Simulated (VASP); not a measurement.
# SnO2 (Pbcn) in VASP: a series of runs

SnO2 is run at these levels: PBE; tasks: single point.

Everything below comes from runs of VASP 6.6.1. Logs are shortened: lines on timing, memory, paths and dates and some standing lists are left out, and cuts for length are marked.

### 1 The cell of the first run

Symmetry: Pbcn, No. 60, orthorhombic system. The conventional cell has a = 4.460 Å, b = 5.644 Å, c = 4.940 Å, α = 90.00°, β = 90.00°, γ = 90.00°. Within 2.6 Å of Sn (site symmetry 2) lie 6 O at 1.95 to 2.03 Å. O (site symmetry 1) has 3 Sn at 1.95 to 2.03 Å and 12 O at 2.50 to 2.96 Å within 3.0 Å.

### 2 Single point, PBE (10.36 Å³/atom)

File INCAR:

```
  ALGO = Normal
  EDIFF = 1E-6
  ENCUT = 520
  GGA = PE
  ISIF = 2
  ISMEAR = 0
  LASPH = T
  LCHARG = F
  LREAL = F
  LWAVE = F
  NBANDS = 64
  NELM = 60
  PREC = Accurate
  SIGMA = 0.05
```

File KPOINTS:

```
k-points
0
Gamma
  6 6 6
```

File POSCAR:

```
SnO2
1.0
    4.4599428821      0.0000000000      0.0000000000
    0.0000000000      5.6437236119      0.0000000000
    0.0000000000      0.0000000000      4.9395556871
Sn O
4 8
Direct
    0.5000000000      0.6651654903      0.7500000000
    0.0000000000      0.8348345097      0.2500000000
    0.5000000000      0.3348345097      0.2500000000
    0.0000000000      0.1651654903      0.7500000000
    0.7301204269      0.6070551965      0.0781681516
    0.2301204269      0.8929448035      0.9218318484
    0.7698795731      0.8929448035      0.5781681516
    0.2698795731      0.6070551965      0.4218318484
    0.7301204269      0.3929448035      0.5781681516
    0.2301204269      0.1070551965      0.4218318484
    0.7698795731      0.1070551965      0.0781681516
    0.2698795731      0.3929448035      0.9218318484
```

Potentials or basis: VASP PAW PBE potentials, release 64 (Sn_d, O).

Command:

```console
cat potpaw_PBE.64/Sn_d/POTCAR potpaw_PBE.64/O/POTCAR > POTCAR
mpirun -np 1 vasp_std > vasp.out
```

OUTCAR:

```text
EDIFF = 1E-6
   ENCUT = 520
   GGA = PE
   ISIF = 2
   ISMEAR = 0
   LASPH = T
   LREAL = F
   NELM = 60
   PREC = Accurate

 ion  position               nearest neighbor table
   1  0.500  0.665  0.750-   5 1.95   8 1.95   7 1.95   6 1.95   9 2.03  12 2.03   3 3.09   3 3.09
                             2 3.46   2 3.46   2 3.46   2 3.46   4 3.60   4 3.60   4 3.60   4 3.60
   2  0.000  0.835  0.250-   6 1.95   7 1.95   5 1.95   8 1.95  10 2.03  11 2.03   4 3.09   4 3.09
                             1 3.46   1 3.46   1 3.46   1 3.46   3 3.60   3 3.60   3 3.60   3 3.60
   3  0.500  0.335  0.250-   9 1.95  12 1.95  11 1.95  10 1.95   5 2.03   8 2.03   1 3.09   1 3.09
                             4 3.46   4 3.46   4 3.46   4 3.46   2 3.60   2 3.60   2 3.60   2 3.60
   4  0.000  0.165  0.750-  10 1.95  11 1.95   9 1.95  12 1.95   6 2.03   7 2.03   2 3.09   2 3.09
                             3 3.46   3 3.46   3 3.46   3 3.46   1 3.60   1 3.60   1 3.60   1 3.60
   5  0.730  0.607  0.078-   1 1.95   2 1.95   3 2.03
   6  0.230  0.893  0.922-   2 1.95   1 1.95   4 2.03
   7  0.770  0.893  0.578-   2 1.95   1 1.95   4 2.03
   8  0.270  0.607  0.422-   1 1.95   2 1.95   3 2.03
   9  0.730  0.393  0.578-   3 1.95   4 1.95   1 2.03
  10  0.230  0.107  0.422-   4 1.95   3 1.95   2 2.03
  11  0.770  0.107  0.078-   4 1.95   3 1.95   2 2.03
  12  0.270  0.393  0.922-   3 1.95   4 1.95   1 2.03

  LATTYP: Found a simple orthorhombic cell.
 ALAT       =     4.4599428821
 B/A-ratio  =     1.1075378806
 C/A-ratio  =     1.2654250875

  Lattice vectors:

 A1 = (  -4.4599428821,   0.0000000000,   0.0000000000)
 A2 = (   0.0000000000,   0.0000000000,   4.9395556871)
 A3 = (   0.0000000000,   5.6437236119,   0.0000000000)

Analysis of symmetry for initial positions (statically):
=====================================================================
 Subroutine PRICEL returns:
 Original cell was already a primitive cell.

 Routine SETGRP: Setting up the symmetry group for a
 simple orthorhombic supercell.

 Subroutine GETGRP returns: Found  8 space group operations
 (whereof  2 operations were pure point group operations)
 out of a pool of  8 trial point group operations.

The static configuration has the point symmetry S_2 .
 The point group associated with its full space group is D_2h.

Analysis of symmetry for dynamics (positions and initial velocities):
=====================================================================
 Subroutine PRICEL returns:
 Original cell was already a primitive cell.

 Routine SETGRP: Setting up the symmetry group for a
 simple orthorhombic supercell.

 Subroutine GETGRP returns: Found  8 space group operations
 (whereof  2 operations were pure point group operations)
 out of a pool of  8 trial point group operations.

The dynamic configuration has the point symmetry S_2 .
 The point group associated with its full space group is D_2h.

 Subroutine INISYM returns: Found  8 space group operations
 (whereof  2 operations are pure point group operations),
 and found     1 'primitive' translations

----------------------------------------------------------------------------------------

                                     Primitive cell

  volume of cell :     124.3320

  direct lattice vectors                    reciprocal lattice vectors
     4.459942882  0.000000000  0.000000000     0.224218118  0.000000000  0.000000000
     0.000000000  5.643723612  0.000000000     0.000000000  0.177187982  0.000000000
     0.000000000  0.000000000  4.939555687     0.000000000  0.000000000  0.202447358

  length of vectors
     4.459942882  5.643723612  4.939555687     0.224218118  0.177187982  0.202447358

  position of ions in fractional coordinates (direct lattice)
     0.500000000  0.665165490  0.750000000
     0.000000000  0.834834510  0.250000000
     0.500000000  0.334834510  0.250000000
     0.000000000  0.165165490  0.750000000
     0.730120427  0.607055196  0.078168152
     0.230120427  0.892944804  0.921831848
     0.769879573  0.892944804  0.578168152
[... 53 lines left out ...]
   EFERMI_NEDOS =   21; number of points for ismear=-14 and -15
   IALGO  =     38    algorithm
   IMIX   =      4    mixing-type and parameters
     AMIX     =   0.40;   BMIX     =  1.00
     AMIX_MAG =   1.60;   BMIX_MAG =  1.00
  volume/ion in A,a.u.               =      10.36        69.92
  Fermi-wavevector in a.u.,A,eV,Ry     =   1.542499  2.914901 32.372397  2.379304
  Thomas-Fermi vector in A             =   2.648295
   LORBIT       =      0    0 simple, 1 ext, 2 COOP (PROOUT), +10 PAW based schemes
   GGA     = PE    functional components
   LHFCALC =     F    Hartree Fock is set to
   AEXX    =    0.0000 exact exchange contribution
   IVDW    =     0    specifies the selected vdW correction
   LEPSILON=     F    determine dielectric tensor
   LRPA    =     F    only Hartree local field effects (RPA)
 non-spin polarized calculation
 Gauss-broadening in eV      SIGMA  =   0.05
  energy-cutoff  :      520.00
  volume of cell :      124.33
 maximum number of plane-waves:      3376
 NGX is ok and might be reduce to    36
   NGX = 17   NGY = 21   NGZ = 19

 number of electron     103.9999984 magnetization

 Free energy of the ion-electron system (eV)
  ---------------------------------------------------
  ext. energy  EPLUGINS =         0.00000000
  ---------------------------------------------------
  free energy    TOTEN  =       -71.06532891 eV

  energy without entropy =      -71.06532891  energy(sigma->0) =      -71.06532891

 E-fermi :   7.7483     XC(G=0): -12.0618

 val. band max:        7.5338454715   @ k =   0.1667   0.5000   0.3333
 cond. band min:      10.6423547430   @ k =   0.0000   0.0000   0.0000
 fundamental gap:      3.1085092715
 Fermi energy:         7.7483234946

 k-point     1 :       0.0000    0.0000    0.0000
  band No.  band energies     occupation
      1     -13.3789      2.00000
      2     -13.0961      2.00000
      3     -12.9561      2.00000
      4     -12.7440      2.00000
      5     -12.4657      2.00000
      6     -12.3206      2.00000
[... 1597 lines left out ...]
     63      19.7157      0.00000
     64      19.7157      0.00000

 [... further k-points ...]

------------------------ aborting loop because EDIFF is reached ----------------------------------------

  FORCE on cell =-STRESS in cart. coord.  units (eV):
  Direction    XX          YY          ZZ          XY          YZ          ZX
  --------------------------------------------------------------------------------------
  -------------------------------------------------------------------------------------
  Total       38.2042224     33.0325737     45.6455186      0.0000000      0.0000000      0.0000000
  in kB      492.3104187    425.6670906    588.2010680      0.0000000      0.0000000      0.0000000
  external PRESSURE =     502.0595257 kB  Pullay stress =       0.0000000 kB

 VOLUME and BASIS-vectors are now :
 -----------------------------------------------------------------------------
  energy-cutoff  :      520.00
  volume of cell :      124.33
      direct lattice vectors                 reciprocal lattice vectors
     4.459942882  0.000000000  0.000000000     0.224218118  0.000000000  0.000000000
     0.000000000  5.643723612  0.000000000     0.000000000  0.177187982  0.000000000
     0.000000000  0.000000000  4.939555687     0.000000000  0.000000000  0.202447358

 POSITION                                       TOTAL-FORCE (eV/Angst)
 -----------------------------------------------------------------------------------
      2.22997      3.75401      3.70467        -0.000000      0.566553     -0.000000
      0.00000      4.71158      1.23489        -0.000000     -0.566553     -0.000000
      2.22997      1.88971      1.23489        -0.000000     -0.566553     -0.000000
      0.00000      0.93215      3.70467        -0.000000      0.566553     -0.000000
      3.25630      3.42605      0.38612         0.906122     -0.299349      0.432739
      1.02632      5.03953      4.55344         0.906122      0.299349     -0.432739
      3.43362      5.03953      2.85589        -0.906122      0.299349      0.432739
      1.20365      3.42605      2.08366        -0.906122     -0.299349     -0.432739
      3.25630      2.21767      2.85589         0.906122      0.299349      0.432739
      1.02632      0.60419      2.08366         0.906122     -0.299349     -0.432739
      3.43362      0.60419      0.38612        -0.906122     -0.299349      0.432739
      1.20365      2.21767      4.55344        -0.906122      0.299349     -0.432739
 -----------------------------------------------------------------------------------
    total drift:                                0.000000      0.000000     -0.000000

  FREE ENERGIE OF THE ION-ELECTRON SYSTEM (eV)
  ---------------------------------------------------
  free  energy   TOTEN  =       -71.0653289100 eV

  energy  without entropy=      -71.0653289100  energy(sigma->0) =      -71.06532891
```

It took 7.2 min on 1 thread of Intel Xeon Platinum 8488C (Sapphire Rapids), shared host; peak memory 0.47 GiB.

Results:

| Quantity | Value |
| --- | --- |
| Free energy | -71.0653 eV |
| Pressure | 50.2 GPa |
| Largest force | 1.048 eV/Å |
| Band gap on the k mesh | 3.11 eV |

Forces on the atoms (eV/Å):
```
Sn   0.000  0.567  0.000
Sn   0.000 -0.567  0.000
Sn   0.000 -0.567  0.000
Sn   0.000  0.567  0.000
O    0.906 -0.299  0.433
O    0.906  0.299 -0.433
O   -0.906  0.299  0.433
O   -0.906 -0.299 -0.433
O    0.906  0.299  0.433
O    0.906 -0.299 -0.433
O   -0.906 -0.299  0.433
O   -0.906  0.299 -0.433
```

Stress tensor (GPa, compression positive):
```
49.23  0.00  0.00
 0.00 42.57  0.00
 0.00  0.00 58.82
```

Caveat: the cell stands under pressure; spin-orbit coupling is left out, which moves the levels of the heavy elements; forces of over 1 eV/Å act on the atoms, so gaps and moduli don't describe the material at rest. A k mesh can miss the band edges.

### 3 Single point, PBE (10.85 Å³/atom)

This run uses another cell than the first one, of 10.85 Å³/atom.

File INCAR:

```
ALGO = Normal
EDIFF = 1E-7
ENCUT = 520
GGA = PE
ISIF = 2
ISMEAR = 0
LASPH = T
LCHARG = F
LREAL = F
LWAVE = F
NBANDS = 64
NELM = 100
PREC = Accurate
SIGMA = 0.05
```

KPOINTS is that of step 2.

Changes to POSCAR since step 2:

```diff
@@ -2,5 +2,5 @@
 1.0
-    4.4599428821      0.0000000000      0.0000000000
-    0.0000000000      5.6437236119      0.0000000000
-    0.0000000000      0.0000000000      4.9395556871
+    4.7147765392      0.0000000000      0.0000000000
+    0.0000000000      5.2904211578      0.0000000000
+    0.0000000000      0.0000000000      5.2217936156
 Sn O
```

Potentials or basis: VASP PAW PBE potentials, release 64 (Sn_d, O).

Command:

```console
cat potpaw_PBE.64/Sn_d/POTCAR potpaw_PBE.64/O/POTCAR > POTCAR
mpirun -np 1 vasp_std > vasp.out
```

It took 7.2 min on 1 thread of Intel Xeon Platinum 8124M at 3.00GHz (Skylake/Cascade Lake), shared host; peak memory 0.48 GiB.

Results (log left out):

```yaml
Free_energy: -72.4357 eV
Pressure: 32.5 GPa
Largest_force: 0.634 eV/Å
Band_gap_on_the_k_mesh: 2.15 eV
```

Forces in eV/Å, atoms in the order of the input:
```
Sn   0.000  0.634  0.000
Sn   0.000 -0.634  0.000
Sn   0.000 -0.634  0.000
Sn   0.000  0.634  0.000
O    0.144 -0.096 -0.427
O    0.144  0.096  0.427
O   -0.144  0.096 -0.427
O   -0.144 -0.096  0.427
O    0.144  0.096 -0.427
O    0.144 -0.096  0.427
O   -0.144 -0.096 -0.427
O   -0.144  0.096  0.427
```

Stress tensor (GPa, compression positive):
```
28.13  0.00  0.00
 0.00 42.87  0.00
 0.00  0.00 26.43
```

Levels at points of the mesh, in eV from the valence-band top:
```csv
k point,band 49,band 50,band 51,band 52,band 53,band 54,band 55,band 56
"(0.00, 0.00, 0.00)",-0.60,-0.51,-0.02,0.00,2.15,6.80,7.13,7.24
"(0.50, 0.00, 0.00)",-0.36,-0.36,-0.10,-0.10,5.30,5.30,5.82,5.82
"(0.00, 0.50, 0.00)",-1.20,-1.20,-0.46,-0.46,4.81,4.81,7.83,7.83
"(0.50, 0.50, 0.00)",-0.80,-0.80,-0.58,-0.58,5.73,5.73,6.71,6.71
"(0.00, 0.00, 0.50)",-0.65,-0.65,-0.04,-0.04,5.20,5.20,6.73,6.73
"(0.50, 0.00, 0.50)",-0.26,-0.26,-0.26,-0.26,5.68,5.68,5.68,5.68
"(0.00, 0.50, 0.50)",-0.65,-0.65,-0.65,-0.65,6.29,6.29,6.29,6.29
"(0.50, 0.50, 0.50)",-0.76,-0.76,-0.76,-0.76,6.24,6.24,6.24,6.24
```

Caveat: the cell stands under pressure; spin-orbit coupling is left out, which moves the levels of the heavy elements.

### 4 Single point, PBE (13.32 Å³/atom)

This run uses another cell than the first one, of 13.32 Å³/atom.

File INCAR:

```
ALGO = Normal ; EDIFF = 1E-6
ENCUT = 520 ; GGA = PE
ISIF = 2 ; ISMEAR = 0
LASPH = T ; LCHARG = T
LELF = T ; LREAL = F
LVHAR = T ; LWAVE = F
NBANDS = 64 ; NELM = 100
PREC = Accurate ; SIGMA = 0.05
```

KPOINTS is that of step 3.

Changes to POSCAR since step 3:

```diff
@@ -2,5 +2,5 @@
 1.0
-    4.7147765392      0.0000000000      0.0000000000
-    0.0000000000      5.2904211578      0.0000000000
-    0.0000000000      0.0000000000      5.2217936156
+    5.0478927313      0.0000000000      0.0000000000
+    0.0000000000      5.6642087459      0.0000000000
+    0.0000000000      0.0000000000      5.5907324171
 Sn O
```

Command:

```console
cat potpaw_PBE.64/Sn_d/POTCAR potpaw_PBE.64/O/POTCAR > POTCAR
mpirun -np 1 vasp_std > vasp.out
```

Run time: 4.3 min. Hardware: 1 thread of Intel Xeon 6975P-C (Granite Rapids), shared host; peak memory 0.55 GiB.

Results (log left out):

| Property | Result |
| --- | --- |
| Free energy | -73.6685 eV |
| Pressure | -11.2 GPa |
| Largest force | 0.326 eV/Å |
| Band gap on the k mesh | 0.08 eV (least direct gap 0.11 eV) |

Forces on the atoms (eV/Å):
```
Sn   0.000 -0.112  0.000
Sn   0.000  0.112  0.000
Sn   0.000  0.112  0.000
Sn   0.000 -0.112  0.000
O   -0.318 -0.035 -0.064
O   -0.318  0.035  0.064
O    0.318  0.035 -0.064
O    0.318 -0.035  0.064
O   -0.318  0.035 -0.064
O   -0.318 -0.035  0.064
O    0.318 -0.035 -0.064
O    0.318  0.035  0.064
```

Stress tensor (GPa, compression positive):
```
-14.03   0.00   0.00
  0.00  -3.28   0.00
  0.00   0.00 -16.23
```

Levels at points of the mesh, in eV from the valence-band top:
```
           k point  band 49  band 50  band 51  band 52  band 53  band 54  band 55  band 56
(0.00, 0.00, 0.00)    -0.41    -0.39    -0.05    -0.03     0.08     4.60     4.89     5.59
(0.50, 0.00, 0.00)    -0.23    -0.23    -0.06    -0.06     3.21     3.21     3.81     3.81
(0.00, 0.50, 0.00)    -0.98    -0.98    -0.32    -0.32     2.75     2.75     5.46     5.46
(0.50, 0.50, 0.00)    -0.74    -0.74    -0.40    -0.40     3.57     3.57     4.58     4.58
(0.00, 0.00, 0.50)    -0.48    -0.48    -0.09    -0.09     3.03     3.03     4.76     4.76
(0.50, 0.00, 0.50)    -0.18    -0.18    -0.18    -0.18     3.65     3.65     3.65     3.65
(0.00, 0.50, 0.50)    -0.48    -0.48    -0.48    -0.48     4.10     4.10     4.10     4.10
(0.50, 0.50, 0.50)    -0.53    -0.53    -0.53    -0.53     4.09     4.09     4.09     4.09
```

Caveat: the cell stands under tension; spin-orbit coupling is left out, which moves the levels of the heavy elements. A k mesh can miss the band edges.

### 5 Single point, PBE (13.32 Å³/atom)

This run uses another cell than the first one, of 13.32 Å³/atom.

File INCAR:

```
PREC = Accurate
ENCUT = 520
EDIFF = 1E-7
ISMEAR = 0
SIGMA = 0.05
LREAL = False
LASPH = True
NELM = 100
ALGO = Normal
ISIF = 2
LWAVE = False
LCHARG = False
GGA = PE
NBANDS = 64
```

File KPOINTS:

```
regular mesh
0
Gamma
  6 6 6
```

Changes to POSCAR since step 4:

```diff
@@ -2,5 +2,5 @@
 1.0
-    5.0478927313      0.0000000000      0.0000000000
-    0.0000000000      5.6642087459      0.0000000000
-    0.0000000000      0.0000000000      5.5907324171
+    4.8172869020      0.0000000000      0.0000000000
+    0.0000000000      6.2194855154      0.0000000000
+    0.0000000000      0.0000000000      5.3353277256
 Sn O
```

Command:

```console
cat potpaw_PBE.64/Sn_d/POTCAR potpaw_PBE.64/O/POTCAR > POTCAR
mpirun -np 1 vasp_std > vasp.out
```

Run time: 4.4 min. Hardware: 1 thread of Intel Xeon 6975P-C (Granite Rapids), shared host; peak memory 0.56 GiB.

Results (log left out):

```
Free energy            : -73.8660 eV
Pressure               : -10.7 GPa
Largest force          : 0.173 eV/Å
Band gap on the k mesh : 0.28 eV
```

Forces on the atoms (eV/Å):
```
Sn   0.000 -0.153  0.000
Sn   0.000  0.153  0.000
Sn   0.000  0.153  0.000
Sn   0.000 -0.153  0.000
O   -0.022  0.170  0.018
O   -0.022 -0.170 -0.018
O    0.022 -0.170  0.018
O    0.022  0.170 -0.018
O   -0.022 -0.170  0.018
O   -0.022  0.170 -0.018
O    0.022  0.170  0.018
O    0.022 -0.170 -0.018
```

Stress tensor (GPa, compression positive):
```
 -8.09   0.00   0.00
  0.00 -15.32   0.00
  0.00   0.00  -8.58
```

Levels at points of the mesh, in eV from the valence-band top:
| k point | band 50 | band 51 | band 52 | band 53 | band 54 | band 55 |
| --- | --- | --- | --- | --- | --- | --- |
| (0.00, 0.00, 0.00) | -0.30 | -0.03 | 0.00 | 0.28 | 4.94 | 4.97 |
| (0.50, 0.00, 0.00) | -0.26 | -0.06 | -0.06 | 3.40 | 3.40 | 4.24 |
| (0.00, 0.50, 0.00) | -0.77 | -0.03 | -0.03 | 2.91 | 2.91 | 5.55 |
| (0.50, 0.50, 0.00) | -0.52 | -0.09 | -0.09 | 3.78 | 3.78 | 4.92 |
| (0.00, 0.00, 0.50) | -0.30 | -0.11 | -0.11 | 3.33 | 3.33 | 5.10 |
| (0.50, 0.00, 0.50) | -0.23 | -0.23 | -0.23 | 3.87 | 3.87 | 3.87 |
| (0.00, 0.50, 0.50) | -0.23 | -0.23 | -0.23 | 4.33 | 4.33 | 4.33 |
| (0.50, 0.50, 0.50) | -0.24 | -0.24 | -0.24 | 4.20 | 4.20 | 4.20 |

Caveat: the cell stands under tension; spin-orbit coupling is left out, which moves the levels of the heavy elements.

### 6 Overview

```csv
cell,gap on the mesh (eV),pressure (GPa),largest force (eV/Å)
"a = 4.460, b = 5.644, c = 4.940 Å, 12 atoms",3.11,50.2,1.05
"a = 4.715, b = 5.290, c = 5.222 Å, 12 atoms",2.15,32.5,0.63
"a = 5.048, b = 5.664, c = 5.591 Å, 12 atoms",0.08,-11.2,0.33
"a = 4.817, b = 6.219, c = 5.335 Å, 12 atoms",0.28,-10.7,0.17
```

Alike in all rows: task single point; level PBE; potentials or basis VASP PAW PBE potentials, release 64 (Sn_d, O); no spin polarisation; k mesh 6 × 6 × 6; cutoff (eV) 520; smearing gaussian 0.05 eV.

Caveats: spin-orbit coupling is left out, which moves the levels of the heavy elements; the cell stands under pressure (at least some runs); the cell stands under tension (at least some runs); forces of over 1 eV/Å act on the atoms, so gaps and moduli don't describe the material at rest (at least some runs).

Total energies depend on the potentials used, so only differences within one code and one set of settings carry meaning.
